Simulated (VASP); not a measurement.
# CdSe in VASP: a series of runs

Aim: see how the results for CdSe move with the level of theory and the settings. Levels: PBEsol, PBE, PBE+D4, RPBE+D4. Tasks: single point.

Program: VASP 6.6.1. These are calculated values, not measurements. Logs are shortened: lines on timing, memory, paths and dates and some standing lists are left out, and cuts for length are marked.

**1. The cell of the first run**

The typed cell holds 2 atoms: a = 4.342 Å, b = 4.342 Å, c = 4.342 Å, α = 60.00°, β = 60.00°, γ = 60.00°.

**2. Single point, PBEsol, collinear spin, zero start (atoms moved at random)**

File INCAR:

```
SYSTEM = CdSe
  PREC = Accurate
  ENCUT = 520
  EDIFF = 1E-6
  ISMEAR = -1
  SIGMA = 0.1
  LREAL = .FALSE.
  LASPH = .TRUE.
  NELM = 150
  ALGO = Normal
  ISIF = 2
  LWAVE = .FALSE.
  LCHARG = .FALSE.
  ISPIN = 2
  MAGMOM = 0 0
  LORBIT = 11
  NUPDOWN = 0.0
  GGA = PS
  NBANDS = 20
```

File KPOINTS:

```
regular mesh
0
G
  8 8 8
  0 0 0
```

File POSCAR:

```
CdSe
1.0
    0.0000000000      3.0702711986      3.0702711986
    3.0702711986      0.0000000000      3.0702711986
    3.0702711986      3.0702711986      0.0000000000
Cd Se
1 1
Direct
   -0.0062690000      0.0001060000      0.0136290000
    0.2507930000      0.2461000000      0.2519070000
```

Potentials or basis: VASP PAW PBE potentials, release 64 (Cd, Se).

Run with:

```sh
$ cat potpaw_PBE.64/Cd/POTCAR potpaw_PBE.64/Se/POTCAR > POTCAR
$ mpirun -np 1 vasp_std > vasp.out
```

OUTCAR:

```text
SYSTEM = CdSe
   PREC = Accurate
   ENCUT = 520
   EDIFF = 1E-6
   ISMEAR = -1
   LREAL = .FALSE.
   LASPH = .TRUE.
   NELM = 150
   ISIF = 2
   ISPIN = 2
   LORBIT = 11
   NUPDOWN = 0.0
   GGA = PS

 ion  position               nearest neighbor table
   1  0.994  0.000  0.014-   2 2.63   2 2.63   2 2.67   2 2.70
   2  0.251  0.246  0.252-   1 2.63   1 2.63   1 2.67   1 2.70

  LATTYP: Found a face centered cubic cell.
 ALAT       =     6.1405423972

  Lattice vectors:

 A1 = (   0.0000000000,   3.0702711986,   3.0702711986)
 A2 = (   3.0702711986,   0.0000000000,   3.0702711986)
 A3 = (   3.0702711986,   3.0702711986,   0.0000000000)

Analysis of symmetry for initial positions (statically):
=====================================================================
 Subroutine PRICEL returns:
 Original cell was already a primitive cell.

 Routine SETGRP: Setting up the symmetry group for a
 face centered cubic supercell.

 Subroutine GETGRP returns: Found  1 space group operations
 (whereof  1 operations were pure point group operations)
 out of a pool of 48 trial point group operations.

The static configuration has the point symmetry C_1 .

Analysis of symmetry for dynamics (positions and initial velocities):
=====================================================================
 Subroutine PRICEL returns:
 Original cell was already a primitive cell.

 Routine SETGRP: Setting up the symmetry group for a
 face centered cubic supercell.

 Subroutine GETGRP returns: Found  1 space group operations
 (whereof  1 operations were pure point group operations)
 out of a pool of 48 trial point group operations.

The dynamic configuration has the point symmetry C_1 .

Analysis of structural, dynamic, and magnetic symmetry:
=====================================================================
 Subroutine PRICEL returns:
 Original cell was already a primitive cell.

 Routine SETGRP: Setting up the symmetry group for a
 face centered cubic supercell.

 Subroutine GETGRP returns: Found  1 space group operations
 (whereof  1 operations were pure point group operations)
 out of a pool of 48 trial point group operations.

The overall configuration has the point symmetry C_1 .

 Subroutine INISYM returns: Found  1 space group operations
 (whereof  1 operations are pure point group operations),
 and found     1 'primitive' translations

----------------------------------------------------------------------------------------

                                     Primitive cell
[... 107 lines left out ...]
   EFERMI_NEDOS =   21; number of points for ismear=-14 and -15
   IALGO  =     38    algorithm
   IMIX   =      4    mixing-type and parameters
     AMIX     =   0.40;   BMIX     =  1.00
     AMIX_MAG =   1.60;   BMIX_MAG =  1.00
  volume/ion in A,a.u.               =      28.94       195.31
  Fermi-wavevector in a.u.,A,eV,Ry     =   1.109121  2.095935 16.737199  1.230149
  Thomas-Fermi vector in A             =   2.245657
   LORBIT       =     11    0 simple, 1 ext, 2 COOP (PROOUT), +10 PAW based schemes
   GGA     = PS    functional components
   LHFCALC =     F    Hartree Fock is set to
   AEXX    =    0.0000 exact exchange contribution
   IVDW    =     0    specifies the selected vdW correction
   LEPSILON=     F    determine dielectric tensor
   LRPA    =     F    only Hartree local field effects (RPA)
 spin polarized calculation
  energy-cutoff  :      520.00
  volume of cell :       57.88
 maximum number of plane-waves:      1588
   NGX = 17   NGY = 17   NGZ = 17

 number of electron      17.9999999 magnetization      -0.0000000

 number of electron      17.9999999 magnetization       0.0000000

 Free energy of the ion-electron system (eV)
  ---------------------------------------------------
  ext. energy  EPLUGINS =         0.00000000
  ---------------------------------------------------
  free energy    TOTEN  =        -6.16749648 eV

  energy without entropy =       -6.16651028  energy(sigma->0) =       -6.16700338

 E-fermi :   0.9445     XC(G=0):  -8.9699

 val. band max:        0.6164971442   @ k =   0.0000   0.0000   0.0000
 cond. band min:       1.0186291951   @ k =   0.0000   0.0000   0.0000
 fundamental gap:      0.4021320510
 Fermi energy:         0.9445375520

 spin component 1

 k-point     1 :       0.0000    0.0000    0.0000
  band No.  band energies     occupation
      1     -11.8812      1.00000
      2      -7.2585      1.00000
      3      -7.2342      1.00000
      4      -7.2024      1.00000
      5      -6.8808      1.00000
      6      -6.8800      1.00000
[... 541 lines left out ...]
     19      15.4684      0.00000
     20      17.9239      0.00000

 [... further k-points ...]

 spin component 2

 k-point     1 :       0.0000    0.0000    0.0000
  band No.  band energies     occupation
      1     -11.8812      1.00000
      2      -7.2585      1.00000
      3      -7.2342      1.00000
      4      -7.2024      1.00000
      5      -6.8808      1.00000
      6      -6.8800      1.00000
[... 541 lines left out ...]
     19      15.4684      0.00000
     20      17.9239      0.00000

 [... further k-points ...]
[... 5 lines left out ...]
  --------------------------------------------------------------------------------------
  -------------------------------------------------------------------------------------
  Total       -0.3907356     -0.3751027     -0.3742097     -0.0390487      0.2579834      0.0698121
  in kB      -10.8151713    -10.3824682    -10.3577496     -1.0808302      7.1407208      1.9323283
  external PRESSURE =     -10.5184630 kB  Pullay stress =       0.0000000 kB

 VOLUME and BASIS-vectors are now :
 -----------------------------------------------------------------------------
  energy-cutoff  :      520.00
  volume of cell :       57.88
      direct lattice vectors                 reciprocal lattice vectors
     0.000000000  3.070271199  3.070271199    -0.162852063  0.162852063  0.162852063
     3.070271199  0.000000000  3.070271199     0.162852063 -0.162852063  0.162852063
     3.070271199  3.070271199  0.000000000     0.162852063  0.162852063 -0.162852063

 POSITION                                       TOTAL-FORCE (eV/Angst)
 -----------------------------------------------------------------------------------
      0.04217      3.09287      3.05135        -0.210154     -0.056140      0.030608
      1.52902      1.54343      1.52560         0.210154      0.056140     -0.030608
 -----------------------------------------------------------------------------------
    total drift:                                0.000124      0.000172      0.000061

  FREE ENERGIE OF THE ION-ELECTRON SYSTEM (eV)
  ---------------------------------------------------
  free  energy   TOTEN  =        -6.1674964842 eV

  energy  without entropy=       -6.1665102815  energy(sigma->0) =       -6.16700338

 total charge

# of ion       s       p       d       tot
------------------------------------------
    1        0.445   0.302   9.549  10.297
    2        1.447   2.362   0.021   3.830
--------------------------------------------------
tot          1.892   2.664   9.570  14.127

 magnetization (x)

# of ion       s       p       d       tot
------------------------------------------
    1        0.000  -0.000   0.000   0.000
    2       -0.000  -0.000   0.000  -0.000
--------------------------------------------------
tot         -0.000  -0.000   0.000  -0.000
```

It took 7.2 min on 1 thread of Intel Xeon Platinum 8488C (Sapphire Rapids), shared host; peak memory 0.55 GiB.

What came out:

```yaml
Free_energy: -6.1675 eV
Pressure: -1.1 GPa
Largest_force: 0.220 eV/Å
Net_moment: 0.00 μB per cell
Valence_electrons_inside_the_program's_atomic_spheres: Cd 10.30; Se 3.83
```

Forces in eV/Å, atoms in the order of the input:
```
Cd  -0.210 -0.056  0.031
Se   0.210  0.056 -0.031
```

Stress tensor (GPa, compression positive):
```
-1.08 -0.11  0.19
-0.11 -1.04  0.71
 0.19  0.71 -1.04
```

Caveat: the cell differs from its parent crystal (atoms moved at random); the PAW data sets were made with another functional, which shifts forces and pressure a little; the total moment is fixed, so each spin has its own Fermi level.

(Continued in part 2 of 2.)
